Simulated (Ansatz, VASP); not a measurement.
# Na: VASP beside Ansatz

```
CELL_PARAMETERS angstrom
-2.10392 2.10392 2.10392
2.10392 -2.10392 2.10392
2.10392 2.10392 -2.10392
ATOMIC_POSITIONS crystal
Na 0.00000 0.00000 0.00000
```

Alike in both runs: functional BLYP; k mesh 11 × 11 × 11; occupations fermi-dirac, width 0.1 eV; no spin polarisation.

Ansatz relaxed the structure, and its values are those at the end. VASP's run is a single point on that final structure, the one shown.

```csv
,VASP,Ansatz
version,VASP 6.6.1,Ansatz 0.2.0
potentials or method,"VASP PAW PBE potentials, release 64 (Na_pv), cutoff 520 eV","plane waves (420 eV) with PAW, scalar-relativistic"
valence electrons in the cell,7,9
```

```csv
,VASP,Ansatz,Ansatz less VASP
pressure (GPa),0.0,0.0,+0.01
```

VASP's potentials were made for PBE, not for BLYP. The functional is the same, so the differences come from potentials, cutoffs and numerics. VASP's potentials hold 7 valence electrons a cell and Ansatz's 9, so a difference there can come from the potentials and not from the codes.
